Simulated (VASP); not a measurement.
Write the native input for VASP 6.6.1 that does the following.

```yaml
Task: single point
Functional: r2SCAN
Potentials_or_basis: VASP PAW PBE potentials, release 64 (O, Pb_d)
Cutoff: 520 eV
k_mesh: 12 × 12 × 12
Occupations: gaussian, width 0.02 eV
Spin: no spin polarisation
Dipole_correction: no
Further_INCAR_settings: ALGO = Normal; EDIFF = 1e-07; NBANDS = 17
```

The system is PbO.

```xyz
2
Lattice="0.0000 2.6082 2.6082 2.6082 0.0000 2.6082 2.6082 2.6082 0.0000" Properties=species:S:1:pos:R:3 pbc="T T T"
O     0.0000    0.0000    0.0000
Pb    2.6082    2.6082    2.6082
```

The input as run:

POSCAR

```
PbO
1.0
    0.0000000000      2.6081519242      2.6081519242
    2.6081519242      0.0000000000      2.6081519242
    2.6081519242      2.6081519242      0.0000000000
O Pb
1 1
Direct
    0.0000000000      0.0000000000      0.0000000000
    0.5000000000      0.5000000000      0.5000000000
```

INCAR.step1

```
PREC     = Accurate       # precision mode
ENCUT    = 520            # plane-wave cutoff, eV
ISMEAR   = 0              # smearing method
SIGMA    = 0.02           # smearing width, eV
LREAL    = False          # projectors in reciprocal space
LASPH    = True           # aspherical terms in the spheres
NELM     = 100            # most SCF steps
NBANDS   = 17             # bands
GGA      = PE             # functional
ALGO     = Normal         # electronic algorithm
EDIFF    = 1E-4           # SCF threshold, eV
LWAVE    = True           # write WAVECAR
LCHARG   = False          # write CHGCAR
```

INCAR.step2

```
PREC     = Accurate       # precision mode
ENCUT    = 520            # plane-wave cutoff, eV
EDIFF    = 1E-7           # SCF threshold, eV
ISMEAR   = 0              # smearing method
SIGMA    = 0.02           # smearing width, eV
LREAL    = False          # projectors in reciprocal space
LASPH    = True           # aspherical terms in the spheres
NELM     = 100            # most SCF steps
ALGO     = Normal         # electronic algorithm
ISIF     = 2              # what is computed and relaxed
LWAVE    = False          # write WAVECAR
LCHARG   = False          # write CHGCAR
METAGGA  = R2SCAN         # meta-GGA
LMIXTAU  = True         
NBANDS   = 17             # bands
ISTART   = 1
```

KPOINTS

```
Automatic mesh
0
Gamma
  12 12 12
```

Potentials or basis: VASP PAW PBE potentials, release 64 (O, Pb_d).

Run with:

```console
$ cat potpaw_PBE.64/O/POTCAR potpaw_PBE.64/Pb_d/POTCAR > POTCAR
$ cp INCAR.step1 INCAR
$ mpirun -np 1 vasp_std > vasp.out
$ cp INCAR.step2 INCAR
$ mpirun -np 1 vasp_std > vasp.out
```

It gave:

```json
{
 "Pressure": "0.0 GPa",
 "Band gap on the k mesh": "0.32 eV, direct"
}
```

Caveat: the PAW data sets were made with another functional, which shifts forces and pressure a little; spin-orbit coupling is left out, which moves the levels of the heavy elements.

Run time: 2.9 min on 1 thread of Intel(R) Xeon(R) Platinum 8375C CPU @ 2.90GHz (Ice Lake), on a shared host, peak memory 0.19 GiB.
